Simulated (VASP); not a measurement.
# Sn in VASP: settings compared, part 2 of 2

VASP 6.6.1. The steps go on from the part before.

### 5 Single point, PBEsol+D3(BJ), collinear spin, antiferromagnetic start (atoms moved at random)

File INCAR:

```
SYSTEM = Sn
PREC = Accurate
ENCUT = 520
EDIFF = 1E-6
ISMEAR = -5
SIGMA = 0.05
LREAL = .False.
LASPH = .True.
NELM = 150
ALGO = Normal
ISIF = 2
LWAVE = .False.
LCHARG = .False.
ISPIN = 2
MAGMOM = 0.15 -0.15
LORBIT = 11
NUPDOWN = 0.0
GGA = PS
IVDW = 12
NBANDS = 25
```

File KPOINTS:

```
Automatic mesh
0
Gamma
  7 7 7
  0 0 0
```

File POSCAR:

```
Sn
1.0
    0.0000000000      3.2333428000      3.2333428000
    3.2333428000      0.0000000000      3.2333428000
    3.2333428000      3.2333428000      0.0000000000
Sn
2
Direct
    0.7277970000      0.7518780000      0.7506420000
    0.4945320000      0.4775870000      0.4876800000
```

Potentials or basis: VASP PAW PBE potentials, release 64 (Sn_d).

Launch:

```console
cat potpaw_PBE.64/Sn_d/POTCAR > POTCAR
mpirun -np 1 vasp_std > vasp.out
```

OUTCAR:

```text
SYSTEM = Sn
   PREC = Accurate
   ENCUT = 520
   EDIFF = 1E-6
   ISMEAR = -5
   LREAL = .False.
   LASPH = .True.
   NELM = 150
   ISIF = 2
   ISPIN = 2
   LORBIT = 11
   NUPDOWN = 0.0
   GGA = PS
   IVDW = 12
 IVDW          = 12

 ion  position               nearest neighbor table
   1  0.728  0.752  0.751-   2 2.71   2 2.75   2 2.86   2 2.88
   2  0.495  0.478  0.488-   1 2.71   1 2.75   1 2.86   1 2.88

  LATTYP: Found a face centered cubic cell.
 ALAT       =     6.4666856000

  Lattice vectors:

 A1 = (   0.0000000000,   3.2333428000,   3.2333428000)
 A2 = (   3.2333428000,   0.0000000000,   3.2333428000)
 A3 = (   3.2333428000,   3.2333428000,   0.0000000000)

Analysis of symmetry for initial positions (statically):
=====================================================================
 Subroutine PRICEL returns:
 Original cell was already a primitive cell.

 Routine SETGRP: Setting up the symmetry group for a
 face centered cubic supercell.

 Subroutine GETGRP returns: Found  2 space group operations
 (whereof  1 operations were pure point group operations)
 out of a pool of 48 trial point group operations.

The static configuration has the point symmetry C_1 .
 The point group associated with its full space group is S_2 .

Analysis of symmetry for dynamics (positions and initial velocities):
=====================================================================
 Subroutine PRICEL returns:
 Original cell was already a primitive cell.

 Routine SETGRP: Setting up the symmetry group for a
 face centered cubic supercell.

 Subroutine GETGRP returns: Found  2 space group operations
 (whereof  1 operations were pure point group operations)
 out of a pool of 48 trial point group operations.

The dynamic configuration has the point symmetry C_1 .
 The point group associated with its full space group is S_2 .

Analysis of structural, dynamic, and magnetic symmetry:
=====================================================================
 Subroutine PRICEL returns:
 Original cell was already a primitive cell.
[... 157 lines left out ...]
  ---------------------------------------------------
  free energy    TOTEN  =        -8.37672233 eV

  energy without entropy =       -8.37672233  energy(sigma->0) =       -8.37672233

 E-fermi :   5.6338     XC(G=0):  -9.1093

 val. band max:        5.7355841779   @ k =   0.0000   0.0000   0.0000
 cond. band min:       5.4305400019   @ k =   0.4286   0.4286   0.4286
 fundamental gap:     -0.3050441760
 Fermi energy:         5.6338190639

 spin component 1

 k-point     1 :       0.0000    0.0000    0.0000
  band No.  band energies     occupation
      1     -16.0721      1.00000
      2     -16.0314      1.00000
      3     -15.9821      1.00000
      4     -15.9693      1.00000
      5     -15.9624      1.00000
      6     -15.6623      1.00000
[... 661 lines left out ...]
     24      17.3564      0.00000
     25      19.0788      0.00000

 [... further k-points ...]

 spin component 2

 k-point     1 :       0.0000    0.0000    0.0000
  band No.  band energies     occupation
      1     -16.0721      1.00000
      2     -16.0314      1.00000
      3     -15.9821      1.00000
      4     -15.9693      1.00000
      5     -15.9624      1.00000
      6     -15.6623      1.00000
[... 661 lines left out ...]
     24      17.3564      0.00000
     25      19.0788      0.00000

 [... further k-points ...]

------------------------ aborting loop because EDIFF is reached ----------------------------------------

 Edisp (eV)   -0.63368

 E8    (eV) :    -0.4483

  FORCE on cell =-STRESS in cart. coord.  units (eV):
  Direction    XX          YY          ZZ          XY          YZ          ZX
  --------------------------------------------------------------------------------------
  -------------------------------------------------------------------------------------
  Total      -0.01276     0.14251     0.13783    -0.24952    -1.09969     0.16291
  in kB      -0.30242     3.37737     3.26628    -5.91331   -26.06119     3.86071
  external pressure =        2.11 kB  Pullay stress =        0.00 kB

 VOLUME and BASIS-vectors are now :
 -----------------------------------------------------------------------------
  energy-cutoff  :      520.00
  volume of cell :       67.61
      direct lattice vectors                 reciprocal lattice vectors
     0.000000000  3.233342800  3.233342800    -0.154638723  0.154638723  0.154638723
     3.233342800  0.000000000  3.233342800     0.154638723 -0.154638723  0.154638723
     3.233342800  3.233342800  0.000000000     0.154638723  0.154638723 -0.154638723

 POSITION                                       TOTAL-FORCE (eV/Angst)
 -----------------------------------------------------------------------------------
      4.85816      4.78030      4.78430        -0.998368      0.164682     -0.237303
      3.12104      3.17583      3.14319         0.998368     -0.164682      0.237303
 -----------------------------------------------------------------------------------
    total drift:                                0.000043     -0.000005      0.000007

  FREE ENERGIE OF THE ION-ELECTRON SYSTEM (eV)
  ---------------------------------------------------
  free  energy   TOTEN  =        -9.0104071917 eV

  energy  without entropy=       -9.0104071917  energy(sigma->0) =       -9.01040719

 total charge

# of ion       s       p       d       tot
------------------------------------------
    1        1.158   1.231   9.973  12.362
    2        1.158   1.231   9.973  12.362
--------------------------------------------------
tot          2.316   2.463  19.945  24.724

 magnetization (x)

# of ion       s       p       d       tot
------------------------------------------
    1        0.000   0.000  -0.000   0.000
    2       -0.000  -0.000   0.000  -0.000
--------------------------------------------------
tot          0.000   0.000   0.000   0.000
```

stdout:

```text
POSCAR found type information on POSCAR Sn
 POSCAR found :  1 types and       2 ions
 scaLAPACK will be used
 -----------------------------------------------------------------------------
|                                                                             |
[... 23 lines left out ...]
|     occupations, so forces and stress will be inaccurate. We suggest        |
|     using a different smearing scheme ISMEAR = 1 or 2 for metals in         |
|     relaxations.                                                            |
|                                                                             |
 -----------------------------------------------------------------------------
```

It took 6.6 min on 1 thread of AMD EPYC 7R13 (Zen 3), shared host; peak memory 0.49 GiB.

Results:

```yaml
Free_energy: -9.0104 eV
Pressure: 0.2 GPa
Largest_force: 1.039 eV/Å
Net_moment: 0.00 μB per cell
Valence_electrons_inside_the_program's_atomic_spheres: Sn 12.36
Dispersion_energy_per_atom: -0.317 eV
```

Forces on the atoms (eV/Å):
```
Sn  -0.998  0.165 -0.237
Sn   0.998 -0.165  0.237
```

Stress tensor (GPa, compression positive):
```
-0.03 -0.59  0.39
-0.59  0.34 -2.61
 0.39 -2.61  0.33
```

Caveat: the cell differs from its parent crystal (atoms moved at random); the PAW data sets were made with another functional, which shifts forces and pressure a little; spin-orbit coupling is left out, which moves the levels of the heavy elements; the total moment is fixed, so each spin has its own Fermi level.

### 6 Summary

| level | spin | fixed moment (μB) | cell | smearing | gap on the mesh (eV) | pressure (GPa) |
| --- | --- | --- | --- | --- | --- | --- |
| PBE | off | - | a = 4.479 Å, angles 60.0°, 2 atoms | fermi-dirac 0.05 eV | none | 7.6 |
| PBE | off | - | a = 4.542 Å, angles 60.0°, 2 atoms | fermi-dirac 0.05 eV | none | 4.9 |
| PBE | off | - | a = 4.603 Å, angles 60.0°, 2 atoms | fermi-dirac 0.05 eV | none | 2.8 |
| PBEsol+D3(BJ) | collinear, antiferromagnetic start | 0.0 | a = 4.573 Å, angles 60.0°, 2 atoms | tetrahedron | - | 0.2 |

Alike in all rows: task single point; potentials or basis VASP PAW PBE potentials, release 64 (Sn_d); k mesh 7 × 7 × 7; cutoff (eV) 520.

Caveats: spin-orbit coupling is left out, which moves the levels of the heavy elements; the PAW data sets were made with another functional, which shifts forces and pressure a little (some runs); the total moment is fixed, so each spin has its own Fermi level (some runs).

Absolute energies hang on the potentials; compare differences alone.
